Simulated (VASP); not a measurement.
# MoPd (P-6m2) in VASP: single point with LDA

Aim: the single point of MoPd with LDA.

All numbers are computed with VASP 6.6.1; they aren't measurements. Logs are shortened: lines on timing, memory, paths and dates and some standing lists are left out, and cuts for length are marked.

### 1 The cell of the first run

Symmetry: P-6m2, No. 187, hexagonal system. Conventional cell: a = 2.794 Å, b = 2.794 Å, c = 4.566 Å, α = 90.00°, β = 90.00°, γ = 120.00°. Within 3.7 Å of Mo (site symmetry -6m2) lie 6 Mo at 2.79 Å and 6 Pd at 2.80 Å. Pd (site symmetry -6m2) has 6 Pd at 2.79 Å and 6 Mo at 2.80 Å within 3.7 Å.

### 2 Single point, LDA

File INCAR:

```
SYSTEM = MoPd
PREC     = Accurate       ! precision mode
ENCUT    = 520            ! plane-wave cutoff, eV
EDIFF    = 1E-7           ! SCF threshold, eV
ISMEAR   = -1             ! smearing method
SIGMA    = 0.05           ! smearing width, eV
LREAL    = .FALSE.        ! projectors in reciprocal space
LASPH    = .TRUE.         ! aspherical terms in the spheres
NELM     = 60             ! most SCF steps
ALGO     = Normal         ! electronic algorithm
ISIF     = 2              ! what is computed and relaxed
LWAVE    = .FALSE.        ! write WAVECAR
LCHARG   = .FALSE.        ! write CHGCAR
GGA      = CA             ! functional
NBANDS   = 19             ! bands
```

File KPOINTS:

```
Automatic mesh
0
G
  10 10 6
  0 0 0
```

File POSCAR:

```
MoPd
1.0
    2.7938960800      0.0000000000      0.0000000000
   -1.3969480400      2.4195849800      0.0000000000
    0.0000000000      0.0000000000      4.5663710000
Mo Pd
1 1
Direct
    0.6666666667      0.3333333333      0.5000000000
    0.3333333333      0.6666666667      0.0000000000
```

Potentials or basis: VASP PAW LDA potentials, release 64 (Mo_sv, Pd).

Started as:

```
cat potpaw_LDA.64/Mo_sv/POTCAR potpaw_LDA.64/Pd/POTCAR > POTCAR
mpirun -np 1 vasp_std > vasp.out
```

OUTCAR:

```text
SYSTEM = MoPd
   PREC = Accurate
   ENCUT = 520
   EDIFF = 1E-7
   ISMEAR = -1
   LREAL = .FALSE.
   LASPH = .TRUE.
   NELM = 60
   ISIF = 2
   GGA = CA

 ion  position               nearest neighbor table
   1  0.667  0.333  0.500-   2 2.80   2 2.80   2 2.80   2 2.80   2 2.80   2 2.80
   2  0.333  0.667  0.000-   1 2.80   1 2.80   1 2.80   1 2.80   1 2.80   1 2.80

  LATTYP: Found a hexagonal cell.
 ALAT       =     2.7938960800
 C/A-ratio  =     1.6344097523

  Lattice vectors:

 A1 = (   2.7938960800,   0.0000000000,   0.0000000000)
 A2 = (  -1.3969480400,   2.4195849800,   0.0000000000)
 A3 = (   0.0000000000,   0.0000000000,   4.5663710000)

Analysis of symmetry for initial positions (statically):
=====================================================================
 Subroutine PRICEL returns:
 Original cell was already a primitive cell.

 Routine SETGRP: Setting up the symmetry group for a
 hexagonal supercell.

 Subroutine GETGRP returns: Found 12 space group operations
 (whereof 12 operations were pure point group operations)
 out of a pool of 24 trial point group operations.

The static configuration has the point symmetry D_3h.

Analysis of symmetry for dynamics (positions and initial velocities):
=====================================================================
 Subroutine PRICEL returns:
 Original cell was already a primitive cell.

 Routine SETGRP: Setting up the symmetry group for a
 hexagonal supercell.

 Subroutine GETGRP returns: Found 12 space group operations
 (whereof 12 operations were pure point group operations)
 out of a pool of 24 trial point group operations.

The dynamic configuration has the point symmetry D_3h.

 Subroutine INISYM returns: Found 12 space group operations
 (whereof 12 operations are pure point group operations),
 and found     1 'primitive' translations

----------------------------------------------------------------------------------------

                                     Primitive cell

  volume of cell :      30.8690

  direct lattice vectors                    reciprocal lattice vectors
[... 72 lines left out ...]
   dimension x,y,z NGX =    24 NGY =   24 NGZ =   36
   dimension x,y,z NGXF=    48 NGYF=   48 NGZF=   72
   ions per type =               1   1
   NGX,Y,Z   is equivalent  to a cutoff of  14.28, 14.28, 13.11 a.u.
   NGXF,Y,Z  is equivalent  to a cutoff of  28.56, 28.56, 26.21 a.u.
 SYSTEM =  MoPd
   PREC   = accura    normal or accurate (medium, high low for compatibility)
   ISTART =      0    job   : 0-new  1-cont  2-samecut
   ICHARG =      2    charge: 1-file 2-atom 10-const
   ISPIN  =      1    spin polarized calculation?
   LNONCOLLINEAR =      F non collinear calculations
   LSORBIT =      F    spin-orbit coupling
   LASPH  =      T    aspherical Exc in radial PAW
   ENCUT  =  520.0 eV  38.22 Ry    6.18 a.u.   5.19  5.19  8.49*2*pi/ulx,y,z
   NELM   =     60;   NELMIN=  2; NELMDL= -5     # of ELM steps
   EDIFF  = 0.1E-06   stopping-criterion for ELM
   LREAL  =      F    real-space projection
   EDIFFG = 0.1E-05   stopping-criterion for IOM
   NSW    =      0    number of steps for IOM
   IBRION =     -1    ionic relax: 0-MD 1-quasi-New 2-CG
   NFREE  =      0    steps in history (QN), initial steepest desc. (CG)
   ISIF   =      2    stress and relaxation
   ISYM   =      2    0-nonsym 1-usesym 2-fastsym
   POTIM  = 0.5000    time-step for ionic-motion
   TEBEG  =    0.0;   TEEND  =   0.0 temperature during run
   PSTRESS=    0.0 pullay stress
   NELECT =      24.0000    total number of electrons
   NUPDOWN=      -1.0000    fix difference up-down
   EMIN   =  10.00;   EMAX   =-10.00  energy-range for DOS
   EFERMI =   0.00;   METHOD = LEGACY
   ISMEAR =    -1;   SIGMA  =   0.05  broadening in eV -4-tet -1-fermi 0-gaus
   EFERMI_NEDOS =   21; number of points for ismear=-14 and -15
   IALGO  =     38    algorithm
   IMIX   =      4    mixing-type and parameters
     AMIX     =   0.40;   BMIX     =  1.00
     AMIX_MAG =   1.60;   BMIX_MAG =  1.00
  volume/ion in A,a.u.               =      15.43       104.16
  Fermi-wavevector in a.u.,A,eV,Ry     =   1.505351  2.844701 30.831917  2.266082
  Thomas-Fermi vector in A             =   2.616211
   LORBIT       =      0    0 simple, 1 ext, 2 COOP (PROOUT), +10 PAW based schemes
   GGA     = CA    functional components
   LHFCALC =     F    Hartree Fock is set to
   AEXX    =    0.0000 exact exchange contribution
   IVDW    =     0    specifies the selected vdW correction
   LEPSILON=     F    determine dielectric tensor
   LRPA    =     F    only Hartree local field effects (RPA)
 non-spin polarized calculation
  energy-cutoff  :      520.00
  volume of cell :       30.87
 maximum number of plane-waves:       843
 NGX is ok and might be reduce to    24
   NGX = 11   NGY = 11   NGZ = 17

 number of electron      24.0000003 magnetization

 Free energy of the ion-electron system (eV)
  ---------------------------------------------------
  ext. energy  EPLUGINS =         0.00000000
  ---------------------------------------------------
  free energy    TOTEN  =       -18.55436710 eV

  energy without entropy =      -18.54538579  energy(sigma->0) =      -18.54987644

 E-fermi :  11.0654     XC(G=0): -13.4768

 val. band max:       11.0465036828   @ k =   0.0000   0.0000   0.1667
 cond. band min:      11.1302220977   @ k =   0.2000   0.0000   0.3333
 fundamental gap:      0.0837184149
 Fermi energy:        11.0653904576

 k-point     1 :       0.0000    0.0000    0.0000
  band No.  band energies     occupation
      1     -49.6312      2.00000
      2     -23.9989      2.00000
      3     -23.2096      2.00000
      4     -23.2096      2.00000
      5       3.6136      2.00000
      6       5.4599      2.00000
[... 505 lines left out ...]
      6       5.9612      2.00000
[... 11 lines left out ...]
     18      22.0244      0.00000
     19      22.8867      0.00000

 [... further k-points ...]
[... 5 lines left out ...]
  --------------------------------------------------------------------------------------
  -------------------------------------------------------------------------------------
  Total       -2.9744971     -2.9744971     -2.6388433      0.0000000     -0.0000000      0.0000000
  in kB     -154.3838285   -154.3838284   -136.9625578      0.0000000     -0.0000000      0.0000000
  external PRESSURE =    -148.5767382 kB  Pullay stress =       0.0000000 kB

 VOLUME and BASIS-vectors are now :
 -----------------------------------------------------------------------------
  energy-cutoff  :      520.00
  volume of cell :       30.87
      direct lattice vectors                 reciprocal lattice vectors
     2.793896080  0.000000000  0.000000000     0.357923119  0.206647009  0.000000000
    -1.396948040  2.419584980  0.000000000     0.000000000  0.413294019  0.000000000
     0.000000000  0.000000000  4.566371000     0.000000000  0.000000000  0.218992281

 POSITION                                       TOTAL-FORCE (eV/Angst)
 -----------------------------------------------------------------------------------
      1.39695      0.80653      2.28319         0.000000     -0.000000      0.000000
     -0.00000      1.61306      0.00000        -0.000000      0.000000      0.000000
 -----------------------------------------------------------------------------------
    total drift:                               -0.000000      0.000000      0.000000

  FREE ENERGIE OF THE ION-ELECTRON SYSTEM (eV)
  ---------------------------------------------------
  free  energy   TOTEN  =       -18.5543671000 eV

  energy  without entropy=      -18.5453857888  energy(sigma->0) =      -18.54987644
```

OSZICAR:

```text
N       E                     dE             d eps       ncg     rms          rms(c)
DAV:   1     0.202671787060E+03    0.20267E+03   -0.14159E+04  2128   0.129E+03
DAV:   2    -0.155111413971E+02   -0.21818E+03   -0.21304E+03  2286   0.370E+02
DAV:   3    -0.197873294266E+02   -0.42762E+01   -0.42454E+01  2431   0.555E+01
DAV:   4    -0.198095059364E+02   -0.22177E-01   -0.22173E-01  2344   0.405E+00
DAV:   5    -0.198097875199E+02   -0.28158E-03   -0.28158E-03  2372   0.472E-01    0.155E+01
DAV:   6    -0.187813119181E+02    0.10285E+01   -0.37400E+00  2323   0.162E+01    0.562E+00
DAV:   7    -0.188569512326E+02   -0.75639E-01   -0.34743E+00  2257   0.125E+01    0.415E+00
DAV:   8    -0.185630139407E+02    0.29394E+00   -0.16243E+00  2215   0.815E+00    0.120E+00
DAV:   9    -0.185547122749E+02    0.83017E-02   -0.27402E-02  2367   0.146E+00    0.217E-01
DAV:  10    -0.185544206111E+02    0.29166E-03   -0.82532E-04  2346   0.237E-01    0.112E-01
DAV:  11    -0.185543665691E+02    0.54042E-04   -0.24218E-04  2350   0.110E-01    0.208E-02
DAV:  12    -0.185543673109E+02   -0.74181E-06   -0.53836E-06  2314   0.220E-02    0.583E-03
DAV:  13    -0.185543671100E+02    0.20095E-06   -0.70845E-07  2356   0.660E-03    0.842E-04
DAV:  14    -0.185543671000E+02    0.99576E-08   -0.52024E-08  1241   0.192E-03
   1 F= -.18554367E+02 E0= -.18549876E+02  d E =-.898131E-02
```

Wall time 51 s (1 thread of Intel Xeon 8259CL, shared host); peak memory 0.16 GiB.

Results:

```
Free energy            : -18.5544 eV
Pressure               : -14.9 GPa
Band gap on the k mesh : zero (band 12 reaches 12.26 eV, above the bottom of band 13 at 10.28 eV)
```
